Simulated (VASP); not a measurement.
# Be16H (a cell with a defect) in VASP: single point with PBE+D3(BJ)

Aim: the single point of Be16H (a cell with a defect) with PBE+D3(BJ).

Everything below comes from runs of VASP 6.6.1. Logs are shortened: lines on timing, memory, paths and dates and some standing lists are left out, and cuts for length are marked.

**1. The cell of the first run**

The cell holds a defect, 17 atoms: a = 4.580 Å, b = 3.966 Å, c = 7.177 Å, α = 90.00°, β = 90.00°, γ = 90.00°.

**2. Single point, PBE+D3(BJ)**

The input, INCAR:

```
PREC = Accurate ; ENCUT = 520
EDIFF = 1E-6 ; ISMEAR = -1
SIGMA = 0.15 ; LREAL = Auto
LASPH = T ; NELM = 100
ALGO = Normal ; ISIF = 2
LWAVE = F ; LCHARG = F
GGA = PE ; IVDW = 12
NBANDS = 30
```

The input, KPOINTS:

```
regular mesh
0
Gamma
  4 4 3
```

The input, POSCAR:

```
Be16H
1.0
   -2.2900000000     -3.9663960000      0.0000000000
    3.4350000000     -1.9831980000      0.0000000000
    0.0000000000      0.0000000000      7.1768600000
Be H
16 1
Direct
    0.7499154398      0.4955455358     -0.0031654650
    0.4918945533      0.3388039716      0.2458874395
    0.7502698903      0.5083775897      0.5040519661
    0.4983752232      0.3337914608      0.7499553846
    0.4983717403     -0.0006944136     -0.0000054884
    0.2490251004      0.8295461706      0.2487405037
    0.4919515258     -0.0052318005      0.5041154386
    0.2496631432      0.8297730277      0.7529831106
    0.2496926947      0.5032844744     -0.0030201462
    0.0084832998      0.3377268765      0.2458959345
    0.2490819379      0.5035232420      0.5010075579
    0.0009799500      0.3338477176      0.7499334507
    0.0009642096     -0.0007493607      0.0000093782
    0.7502363119      0.8242440021      0.2461101837
    0.0083316558     -0.0041306337      0.5040522357
    0.7499004584      0.8374099795      0.7531912808
    0.7433504657      0.1634387601      0.3749808349
```

Potentials or basis: VASP PAW PBE potentials, release 64 (Be, H).

Run with:

```
cat potpaw_PBE.64/Be/POTCAR potpaw_PBE.64/H/POTCAR > POTCAR
mpirun -np 1 vasp_std > vasp.out
```

OUTCAR:

```text
PREC = Accurate
   ENCUT = 520
   EDIFF = 1E-6
   ISMEAR = -1
   LREAL = Auto
   LASPH = T
   NELM = 100
   ISIF = 2
   GGA = PE
   IVDW = 12
 IVDW          = 12

 ion  position               nearest neighbor table
   1  0.750  0.496  0.997-  12 2.21   4 2.21  16 2.21  14 2.21   2 2.23  10 2.23  13 2.28   5 2.28
                             9 2.29   9 2.29  13 2.31   5 2.31
   2  0.492  0.339  0.246-  17 1.63   9 2.20  10 2.21   5 2.22   1 2.23  11 2.24   6 2.24  14 2.26
                             3 2.30   7 2.30   6 2.31  14 2.36  10 2.37
   3  0.750  0.508  0.504-  16 2.21  12 2.22   4 2.22  14 2.24   7 2.26  15 2.27  11 2.28  11 2.30
                             2 2.30  10 2.30  15 2.35   7 2.36
   4  0.498  0.334  0.750-   1 2.21   9 2.21   7 2.22   3 2.22  11 2.22   5 2.23   8 2.27  12 2.28
                            16 2.28   8 2.30  12 2.30  16 2.31
   5  0.498  0.999  1.000-  16 2.21   8 2.21   2 2.22  14 2.22   6 2.22   4 2.23   9 2.27  13 2.28
                             1 2.28   9 2.30  13 2.30   1 2.31
   6  0.249  0.830  0.249-  13 2.22   9 2.22   5 2.22  11 2.22  15 2.24  10 2.24   7 2.24   2 2.24
                            14 2.28  14 2.30  10 2.30   2 2.31
   7  0.492  0.995  0.504-  17 1.62   8 2.20  15 2.21   4 2.22  16 2.23   6 2.24  11 2.24   3 2.26
                            14 2.30   2 2.30  11 2.30   3 2.36  15 2.37
   8  0.250  0.830  0.753-   9 2.18  15 2.20   7 2.20  13 2.21   5 2.21  11 2.22  12 2.27   4 2.27
                            16 2.29  16 2.29   4 2.30  12 2.30
   9  0.250  0.503  0.997-   8 2.18  10 2.20   2 2.20   4 2.21  12 2.21   6 2.22  13 2.27   5 2.27
                             1 2.29   1 2.29   5 2.30  13 2.30
  10  0.008  0.338  0.246-   9 2.20   2 2.21  13 2.22   1 2.23  11 2.24   6 2.24  14 2.26  15 2.30
                             6 2.30   3 2.30  14 2.36   2 2.37
  11  0.249  0.504  0.501-  12 2.22   8 2.22   4 2.22   6 2.22  10 2.24   2 2.24  15 2.24   7 2.24
                             3 2.28   3 2.30  15 2.30   7 2.30
  12  0.001  0.334  0.750-   1 2.21   9 2.21   3 2.22  15 2.22  11 2.22  13 2.23   8 2.27   4 2.28
                            16 2.28   8 2.30   4 2.30  16 2.30
  13  0.001  0.999  0.000-  16 2.21   8 2.21  10 2.22  14 2.22   6 2.22  12 2.23   9 2.27   5 2.28
                             1 2.28   9 2.30   5 2.30   1 2.31
  14  0.750  0.824  0.246-  17 1.63   1 2.21  13 2.22   5 2.22   3 2.24   2 2.26  10 2.26   6 2.28
                             6 2.30   7 2.30  15 2.30  10 2.36   2 2.36
  15  0.008  0.996  0.504-   8 2.20   7 2.21  12 2.22  16 2.23   6 2.24  11 2.24   3 2.27  11 2.30
                            10 2.30  14 2.30   3 2.35   7 2.37
  16  0.750  0.837  0.753-  13 2.21   5 2.21   1 2.21   3 2.21   7 2.23  15 2.23  12 2.28   4 2.28
                             8 2.29   8 2.29  12 2.30   4 2.31
  17  0.743  0.163  0.375-   7 1.62  14 1.63   2 1.63

  LATTYP: Found a simple orthorhombic cell.
 ALAT       =     3.9663962620
 B/A-ratio  =     1.1547004875
 C/A-ratio  =     1.8094157835

  Lattice vectors:

 A1 = (  -3.4350000000,   1.9831980000,   0.0000000000)
 A2 = (  -2.2900000000,  -3.9663960000,   0.0000000000)
 A3 = (   0.0000000000,   0.0000000000,   7.1768600000)

Analysis of symmetry for initial positions (statically):
[... 172 lines left out ...]
   IALGO  =     38    algorithm
   IMIX   =      4    mixing-type and parameters
     AMIX     =   0.40;   BMIX     =  1.00
     AMIX_MAG =   1.60;   BMIX_MAG =  1.00
  volume/ion in A,a.u.               =       7.67        51.75
  Fermi-wavevector in a.u.,A,eV,Ry     =   1.035573  1.956950 14.591049  1.072412
  Thomas-Fermi vector in A             =   2.169923
   LORBIT       =      0    0 simple, 1 ext, 2 COOP (PROOUT), +10 PAW based schemes
   GGA     = PE    functional components
   LHFCALC =     F    Hartree Fock is set to
   AEXX    =    0.0000 exact exchange contribution
   IVDW    =    12    specifies the selected vdW correction
   LEPSILON=     F    determine dielectric tensor
   LRPA    =     F    only Hartree local field effects (RPA)
 non-spin polarized calculation
  energy-cutoff  :      520.00
  volume of cell :      130.38
 maximum number of plane-waves:      3529
 NGX is ok and might be reduce to    36
   NGX = 17   NGY = 15   NGZ = 27

 number of electron      33.0000000 magnetization

 Free energy of the ion-electron system (eV)
  ---------------------------------------------------
  ext. energy  EPLUGINS =         0.00000000
  ---------------------------------------------------
  free energy    TOTEN  =       -61.79977661 eV

  energy without entropy =      -61.62703180  energy(sigma->0) =      -61.71340421

 E-fermi :   7.4479     XC(G=0): -10.5853

 val. band max:        7.4007159321   @ k =   0.0000   0.0000   0.0000
 cond. band min:       7.4576952410   @ k =   0.2500   0.0000   0.0000
 fundamental gap:      0.0569793089
 Fermi energy:         7.4479039439

 k-point     1 :       0.0000    0.0000    0.0000
  band No.  band energies     occupation
      1      -5.1901      2.00000
      2      -3.0173      2.00000
      3      -2.1729      2.00000
      4      -0.2009      2.00000
      5       0.9673      2.00000
      6       1.5572      2.00000
[... 733 lines left out ...]
     27      13.2216      0.00000
     28      13.4148      0.00000

 [... further k-points ...]

 [bands above 28 left out]

------------------------ aborting loop because EDIFF is reached ----------------------------------------

 Edisp (eV)   -5.70784

 E8    (eV) :    -1.9581

  FORCE on cell =-STRESS in cart. coord.  units (eV):
  Direction    XX          YY          ZZ          XY          YZ          ZX
  --------------------------------------------------------------------------------------
  -------------------------------------------------------------------------------------
  Total      -5.36187    -6.19996    -5.99699    -0.73240    -0.04284     0.07566
  in kB     -65.89169   -76.19097   -73.69668    -9.00046    -0.52648     0.92976
  external pressure =      -71.93 kB  Pullay stress =        0.00 kB

 VOLUME and BASIS-vectors are now :
 -----------------------------------------------------------------------------
  energy-cutoff  :      520.00
  volume of cell :      130.38
      direct lattice vectors                 reciprocal lattice vectors
    -2.290000000 -3.966396000  0.000000000    -0.109170306 -0.189088533  0.000000000
     3.435000000 -1.983198000  0.000000000     0.218340611 -0.126059022  0.000000000
     0.000000000  0.000000000  7.176860000     0.000000000  0.000000000  0.139336702

 POSITION                                       TOTAL-FORCE (eV/Angst)
 -----------------------------------------------------------------------------------
     -0.01511     -3.95723      7.15414        -0.007664      0.005281      0.004538
      0.03735     -2.62296      1.76470         0.005277      0.005902     -0.014396
      0.02816     -3.98408      3.61751        -0.008591      0.006852     -0.008145
      0.00529     -2.63873      5.38232         0.000223     -0.000073     -0.000866
      2.29134     -3.95856      7.17682        -0.000823      0.000272      0.001899
      2.27922     -2.63289      1.78518         0.009759     -0.005882      0.003687
[... 9 lines left out ...]
      1.15923     -4.63515      5.40555         0.007785     -0.003744     -0.006185
     -1.14086     -3.27255      2.69118        -0.003385     -0.050001      0.006891
 -----------------------------------------------------------------------------------
    total drift:                               -0.000231     -0.000659      0.001981

  FREE ENERGIE OF THE ION-ELECTRON SYSTEM (eV)
  ---------------------------------------------------
  free  energy   TOTEN  =       -67.5076206105 eV

  energy  without entropy=      -67.3348757949  energy(sigma->0) =      -67.42124820
```

OSZICAR:

```text
N       E                     dE             d eps       ncg     rms          rms(c)
DAV:   1     0.340843939476E+02    0.34084E+02   -0.12739E+04  1560   0.931E+02
DAV:   2    -0.581762181767E+02   -0.92261E+02   -0.85041E+02  2070   0.170E+02
DAV:   3    -0.623162247695E+02   -0.41400E+01   -0.40494E+01  2070   0.301E+01
DAV:   4    -0.623596673681E+02   -0.43443E-01   -0.43342E-01  1986   0.363E+00
DAV:   5    -0.623601806406E+02   -0.51327E-03   -0.51308E-03  2002   0.301E-01    0.372E+00
DAV:   6    -0.619526457377E+02    0.40753E+00   -0.98155E-02  2096   0.219E+00    0.224E+00
DAV:   7    -0.618055192109E+02    0.14713E+00   -0.72143E-02  1886   0.176E+00    0.556E-01
DAV:   8    -0.618000320861E+02    0.54871E-02   -0.66905E-03  2056   0.509E-01    0.118E-01
DAV:   9    -0.617997663033E+02    0.26578E-03   -0.40727E-04  1894   0.953E-02    0.306E-02
DAV:  10    -0.617997735654E+02   -0.72621E-05   -0.12171E-04  1920   0.456E-02    0.721E-03
DAV:  11    -0.617997747279E+02   -0.11625E-05   -0.66047E-06  1878   0.119E-02    0.308E-03
DAV:  12    -0.617997765044E+02   -0.17764E-05   -0.12187E-06  1480   0.630E-03    0.465E-04
DAV:  13    -0.617997766131E+02   -0.10870E-06   -0.77150E-08  1170   0.155E-03
   1 F= -.67507621E+02 E0= -.67421248E+02  d E =-.172745E+00
```

It took 2 min on 1 thread of AMD EPYC 9R45 (Zen 5), shared host; peak memory 0.23 GiB.

Results:

```
Free energy                : -67.5076 eV
Pressure                   : -7.2 GPa
Largest force              : 0.051 eV/Å
Dispersion energy per atom : -0.336 eV
```

Forces in eV/Å, atoms in the order of the input:
```
Be  -0.008  0.005  0.005
Be   0.005  0.006 -0.014
Be  -0.009  0.007 -0.008
Be   0.000  0.000 -0.001
Be  -0.001  0.000  0.002
Be   0.010 -0.006  0.004
Be   0.000  0.014  0.016
Be   0.004 -0.001  0.002
Be  -0.002  0.002 -0.003
Be   0.000  0.013 -0.002
Be  -0.008  0.004 -0.003
Be  -0.001  0.000  0.002
Be   0.000  0.000 -0.001
Be  -0.001  0.002 -0.002
Be   0.006  0.006  0.003
Be   0.008 -0.004 -0.006
H   -0.003 -0.050  0.007
```

Caveat: the k points lie up to 0.40 Å⁻¹ apart.
